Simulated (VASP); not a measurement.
Write the native input for VASP 6.6.1 that does the following.

```yaml
Task: single point
Functional: PBE
Potentials_or_basis: VASP PAW PBE potentials, release 64 (Ti_sv, Cl, F)
Cutoff: 520 eV
k_mesh: 6 × 6 × 4
Occupations: gaussian, width 0.1 eV
Spin: collinear spin
Starting_moments: "[1.0, 0.0, 0.0] μB"
Dipole_correction: no
Further_INCAR_settings: ALGO = Normal; EDIFF = 1e-06; NBANDS = 24
```

The structure of TiClF lies in POSCAR:

```
TiClF
1.0
    2.0498855000     -3.0257120300      0.0000000000
    2.0498855000      3.0257120300      0.0000000000
    0.0000000000      0.0000000000      4.3932811100
Ti Cl F
1 1 1
Direct
    0.5000000000      0.5000000000      0.0000000000
    0.5000000000      0.5000000000      0.5000000000
    0.0000000000      0.0000000000      0.0000000000
```

The cell was built from a structure type or drawn by symmetry, and may not be a known phase.

One way to write it, as run:

INCAR

```
PREC = Accurate ; ENCUT = 520
EDIFF = 1E-6 ; ISMEAR = 0
SIGMA = 0.1 ; LREAL = False
LASPH = True ; NELM = 150
ALGO = Normal ; ISIF = 2
LWAVE = False ; LCHARG = False
ISPIN = 2 ; MAGMOM = 1 0 0
LORBIT = 11 ; LMAXMIX = 4
GGA = PE ; NBANDS = 24
```

KPOINTS

```
regular mesh
0
Gamma
  6 6 4
```

Potentials or basis: VASP PAW PBE potentials, release 64 (Ti_sv, Cl, F).

The run is started by

```console
$ cat potpaw_PBE.64/Ti_sv/POTCAR potpaw_PBE.64/Cl/POTCAR potpaw_PBE.64/F/POTCAR > POTCAR
$ mpirun -np 1 vasp_std > vasp.out
```

It gave:

The pressure is 8.6 GPa, the band gap on the k mesh is zero (filled and empty bands overlap) and the net moment is 1.96 μB per cell. The site moments are Ti +1.47; Cl -0.04; F +0.04 μB. The valence electrons inside the program's atomic spheres are Ti 10.28; Cl 5.22; F 6.10.

Caveat: the cell stands under pressure; semilocal functionals often make such compounds metallic where correlation or magnetic order opens a gap, which also shifts bond lengths.

Wall time 2 min on 1 thread of Intel Xeon 8259CL (shared host), peak memory 0.24 GiB.
